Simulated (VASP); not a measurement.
# NiO (Fm-3m) in VASP: single point with r2SCAN

Aim: the single point of NiO with r2SCAN.

Program: VASP 6.6.1. These are calculated values, not measurements. Logs are shortened: lines on timing, memory, paths and dates and some standing lists are left out, and cuts for length are marked.

## 1. The cell of the first run

Symmetry: Fm-3m, No. 225, cubic system. Conventional cell: a = 4.170 Å, b = 4.170 Å, c = 4.170 Å, α = 90.00°, β = 90.00°, γ = 90.00°. Ni (site symmetry m-3m) has 6 O at 2.08 Å within 2.8 Å. O (site symmetry m-3m) has 6 Ni at 2.08 Å within 2.8 Å.

## 2. Single point, r2SCAN

File POSCAR:

```
NiO
1.0
    0.0000000000      2.0850000000      2.0850000000
    2.0850000000      0.0000000000      2.0850000000
    2.0850000000      2.0850000000      0.0000000000
Ni O
1 1
Direct
    0.0370000000      0.0185000000      0.0123333333
    0.5370000000      0.5185000000      0.5123333333
```

File INCAR.step1:

```
SYSTEM = NiO
  PREC = Accurate
  ENCUT = 660
  ISMEAR = -1
  SIGMA = 0.1
  LREAL = .FALSE.
  LASPH = .TRUE.
  NELM = 120
  NBANDS = 15
  GGA = PE
  ALGO = Normal
  EDIFF = 1E-5
  LWAVE = .TRUE.
  LCHARG = .FALSE.
  GGA_COMPAT = .FALSE.
```

File INCAR.step2:

```
SYSTEM = NiO
  PREC = Accurate
  ENCUT = 660
  EDIFF = 1E-6
  ISMEAR = -1
  SIGMA = 0.1
  LREAL = .FALSE.
  LASPH = .TRUE.
  NELM = 120
  ALGO = Normal
  ISIF = 2
  LWAVE = .FALSE.
  LCHARG = .FALSE.
  METAGGA = R2SCAN
  LMIXTAU = .TRUE.
  NBANDS = 15
  ISTART = 1
  GGA_COMPAT = .FALSE.
```

File KPOINTS:

```
Automatic mesh
0
G
  2 2 2
  0 0 0
```

Potentials or basis: VASP PAW PBE potentials, release 64 (Ni, O).

The run is started by

```bash
cat potpaw_PBE.64/Ni/POTCAR potpaw_PBE.64/O/POTCAR > POTCAR
cp INCAR.step1 INCAR
mpirun -np 1 vasp_std > vasp.out
cp INCAR.step2 INCAR
mpirun -np 1 vasp_std > vasp.out
```

OUTCAR:

```text
SYSTEM = NiO
   PREC = Accurate
   ENCUT = 660
   EDIFF = 1E-6
   ISMEAR = -1
   LREAL = .FALSE.
   LASPH = .TRUE.
   NELM = 120
   ISIF = 2
   METAGGA = R2SCAN
   ISTART = 1

 ion  position               nearest neighbor table
   1  0.037  0.019  0.012-   2 2.08   2 2.08   2 2.08   2 2.08   2 2.08   2 2.08
   2  0.537  0.519  0.512-   1 2.08   1 2.08   1 2.08   1 2.08   1 2.08   1 2.08

  LATTYP: Found a face centered cubic cell.
 ALAT       =     4.1700000000

  Lattice vectors:

 A1 = (   0.0000000000,   2.0850000000,   2.0850000000)
 A2 = (   2.0850000000,   0.0000000000,   2.0850000000)
 A3 = (   2.0850000000,   2.0850000000,   0.0000000000)

Analysis of symmetry for initial positions (statically):
=====================================================================
 Subroutine PRICEL returns:
 Original cell was already a primitive cell.

 Routine SETGRP: Setting up the symmetry group for a
 face centered cubic supercell.

 Subroutine GETGRP returns: Found 48 space group operations
 (whereof  1 operations were pure point group operations)
 out of a pool of 48 trial point group operations.

The static configuration has the point symmetry C_1 .
 The point group associated with its full space group is O_h .

Analysis of symmetry for dynamics (positions and initial velocities):
=====================================================================
 Subroutine PRICEL returns:
 Original cell was already a primitive cell.

 Routine SETGRP: Setting up the symmetry group for a
 face centered cubic supercell.

 Subroutine GETGRP returns: Found 48 space group operations
 (whereof  1 operations were pure point group operations)
 out of a pool of 48 trial point group operations.

The dynamic configuration has the point symmetry C_1 .
 The point group associated with its full space group is O_h .

 Subroutine INISYM returns: Found 48 space group operations
 (whereof  1 operations are pure point group operations),
 and found     1 'primitive' translations

----------------------------------------------------------------------------------------

                                     Primitive cell

  volume of cell :      18.1279

  direct lattice vectors                    reciprocal lattice vectors
     0.000000000  2.085000000  2.085000000    -0.239808153  0.239808153  0.239808153
     2.085000000  0.000000000  2.085000000     0.239808153 -0.239808153  0.239808153
     2.085000000  2.085000000  0.000000000     0.239808153  0.239808153 -0.239808153

  length of vectors
     2.948635278  2.948635278  2.948635278     0.415359906  0.415359906  0.415359906

  position of ions in fractional coordinates (direct lattice)
     0.037000000  0.018500000  0.012333333
     0.537000000  0.518500000  0.512333333

  ion indices of the primitive-cell ions
   primitive index   ion index
                 1           1
                 2           2

----------------------------------------------------------------------------------------

 KPOINTS: Automatic mesh

Automatic generation of k-mesh.
 Grid dimensions read from file:
 generate k-points for:    2    2    2

 Generating k-lattice:

  Cartesian coordinates                     Fractional coordinates (reciprocal lattice)
    -0.119904077  0.119904077  0.119904077     0.500000000  0.000000000  0.000000000
     0.119904077 -0.119904077  0.119904077     0.000000000  0.500000000  0.000000000
     0.119904077  0.119904077 -0.119904077     0.000000000  0.000000000  0.500000000

  Length of vectors
     0.207679953  0.207679953  0.207679953

  Shift w.r.t. Gamma in fractional coordinates (k-lattice)
     0.000000000  0.000000000  0.000000000

 Subroutine IBZKPT returns following result:
 ===========================================

 Found      3 irreducible k-points:

 Following reciprocal coordinates:
            Coordinates               Weight
  0.000000  0.000000  0.000000      1.000000
  0.500000  0.000000  0.000000      4.000000
  0.500000  0.500000  0.000000      3.000000
   k-points           NKPTS =      3   k-points in BZ     NKDIM =      3   number of bands    NBANDS=     15
   number of dos      NEDOS =    301   number of ions     NIONS =      2
   total plane-waves  NPLWV =  21952
   dimension x,y,z NGX =    28 NGY =   28 NGZ =   28
   dimension x,y,z NGXF=    56 NGYF=   56 NGZF=   56
   ions per type =               1   1
   NGX,Y,Z   is equivalent  to a cutoff of  15.79, 15.79, 15.79 a.u.
   NGXF,Y,Z  is equivalent  to a cutoff of  31.57, 31.57, 31.57 a.u.
 SYSTEM =  NiO
   PREC   = accura    normal or accurate (medium, high low for compatibility)
   ISTART =      1    job   : 0-new  1-cont  2-samecut
   ICHARG =      0    charge: 1-file 2-atom 10-const
   ISPIN  =      1    spin polarized calculation?
   LNONCOLLINEAR =      F non collinear calculations
   LSORBIT =      F    spin-orbit coupling
   LASPH  =      T    aspherical Exc in radial PAW
   ENCUT  =  660.0 eV  48.51 Ry    6.96 a.u.   6.18  6.18  6.18*2*pi/ulx,y,z
   NELM   =    120;   NELMIN=  2; NELMDL=  0     # of ELM steps
   EDIFF  = 0.1E-05   stopping-criterion for ELM
   LREAL  =      F    real-space projection
[... 7 lines left out ...]
   TEBEG  =    0.0;   TEEND  =   0.0 temperature during run
   PSTRESS=    0.0 pullay stress
   NELECT =      16.0000    total number of electrons
   NUPDOWN=      -1.0000    fix difference up-down
   EMIN   =  10.00;   EMAX   =-10.00  energy-range for DOS
   EFERMI =   0.00;   METHOD = LEGACY
   ISMEAR =    -1;   SIGMA  =   0.10  broadening in eV -4-tet -1-fermi 0-gaus
   EFERMI_NEDOS =   21; number of points for ismear=-14 and -15
   IALGO  =     38    algorithm
   IMIX   =      4    mixing-type and parameters
     AMIX     =   0.40;   BMIX     =  1.00
     AMIX_MAG =   1.60;   BMIX_MAG =  1.00
  volume/ion in A,a.u.               =       9.06        61.17
  Fermi-wavevector in a.u.,A,eV,Ry     =   1.570358  2.967547 33.552312  2.466025
  Thomas-Fermi vector in A             =   2.672104
   LORBIT       =      0    0 simple, 1 ext, 2 COOP (PROOUT), +10 PAW based schemes
   METAGGA = R2SCAN    functional components
   LHFCALC =     F    Hartree Fock is set to
   AEXX    =    0.0000 exact exchange contribution
   IVDW    =     0    specifies the selected vdW correction
   LEPSILON=     F    determine dielectric tensor
   LRPA    =     F    only Hartree local field effects (RPA)
 non-spin polarized calculation
  energy-cutoff  :      660.00
  volume of cell :       18.13
 maximum number of plane-waves:       725
 NGX is ok and might be reduce to    28
   NGX = 13   NGY = 13   NGZ = 13

 number of electron      15.9999998 magnetization

 Free energy of the ion-electron system (eV)
  ---------------------------------------------------
  ext. energy  EPLUGINS =         0.00000000
  ---------------------------------------------------
  free energy    TOTEN  =       -19.64538301 eV

  energy without entropy =      -19.64510905  energy(sigma->0) =      -19.64524603

 E-fermi :   8.4997     XC(G=0): -13.3896

 val. band max:        7.6341809178   @ k =   0.5000   0.5000   0.0000
 cond. band min:       9.4606408533   @ k =   0.5000   0.0000   0.0000
 fundamental gap:      1.8264599356
 Fermi energy:         8.4996802287

 k-point     1 :       0.0000    0.0000    0.0000
  band No.  band energies     occupation
      1     -13.8717      2.00000
      2       4.4116      2.00000
      3       4.4116      2.00000
      4       4.4116      2.00000
      5       5.9862      2.00000
      6       5.9863      2.00000
      7       5.9863      2.00000
      8       6.6958      2.00000
      9       6.6958      2.00000
     10       9.9646      0.00000
     11      26.4100      0.00000
     12      27.6468      0.00000
     13      27.6469      0.00000
     14      27.6469      0.00000
     15      31.6156      0.00000

 k-point     2 :       0.5000    0.0000    0.0000
  band No.  band energies     occupation
      1     -12.5673      2.00000
      2      -0.6330      2.00000
      3       2.1887      2.00000
      4       2.1887      2.00000
      5       6.8358      2.00000
      6       6.8359      2.00000
      7       7.1799      2.00000
      8       9.4606      0.00013
      9       9.4606      0.00013
     10      14.0640      0.00000
     11      18.7139      0.00000
     12      22.8149      0.00000
     13      22.8149      0.00000
     14      30.2852      0.00000
     15      34.9399      0.00000

 k-point     3 :       0.5000    0.5000    0.0000
  band No.  band energies     occupation
      1     -12.5038      2.00000
      2       0.5594      2.00000
      3       3.1212      2.00000
      4       3.1212      2.00000
      5       5.0262      2.00000
      6       7.0745      2.00000
      7       7.0746      2.00000
      8       7.1022      2.00000
      9       7.6342      1.99965
     10      14.8980      0.00000
     11      19.2117      0.00000
     12      20.8463      0.00000
     13      25.6348      0.00000
     14      25.6348      0.00000
     15      37.7943      0.00000

------------------------ aborting loop because EDIFF is reached ----------------------------------------

  FORCE on cell =-STRESS in cart. coord.  units (eV):
  Direction    XX          YY          ZZ          XY          YZ          ZX
  --------------------------------------------------------------------------------------
  -------------------------------------------------------------------------------------
  Total       -1.8363279     -1.8363279     -1.8363279      0.0000000     -0.0000000      0.0000000
  in kB     -162.2978054   -162.2978054   -162.2978054      0.0000000     -0.0000000      0.0000000
  external PRESSURE =    -162.2978054 kB  Pullay stress =       0.0000000 kB

 VOLUME and BASIS-vectors are now :
 -----------------------------------------------------------------------------
  energy-cutoff  :      660.00
  volume of cell :       18.13
      direct lattice vectors                 reciprocal lattice vectors
     0.000000000  2.085000000  2.085000000    -0.239808153  0.239808153  0.239808153
     2.085000000  0.000000000  2.085000000     0.239808153 -0.239808153  0.239808153
     2.085000000  2.085000000  0.000000000     0.239808153  0.239808153 -0.239808153

 POSITION                                       TOTAL-FORCE (eV/Angst)
 -----------------------------------------------------------------------------------
      0.06429      0.10286      0.11572         0.000000     -0.000000      0.000000
      2.14929      2.18786      2.20072        -0.000000      0.000000     -0.000000
 -----------------------------------------------------------------------------------
    total drift:                               -0.000793     -0.000716      0.000364

  FREE ENERGIE OF THE ION-ELECTRON SYSTEM (eV)
  ---------------------------------------------------
  free  energy   TOTEN  =       -19.6453830082 eV

  energy  without entropy=      -19.6451090549  energy(sigma->0) =      -19.64524603
```

Wall time 25 s (1 thread of Intel Xeon 8259CL, shared host); peak memory 0.16 GiB.

What came out:

```
Free energy            : -19.6454 eV
Pressure               : -16.2 GPa
Band gap on the k mesh : zero (band 8 reaches 9.46 eV, above the bottom of band 9 at 6.70 eV)
```

Caveat: the k points lie up to 1.30 Å⁻¹ apart; the PAW data sets were made with another functional, which shifts forces and pressure a little; the run has no spin polarisation, though such a crystal can be magnetic; semilocal functionals often make such compounds metallic where correlation or magnetic order opens a gap, which also shifts bond lengths. With open d or f shells a metallic result of r2SCAN can be an artefact of self-interaction; +U or a hybrid may open a gap.
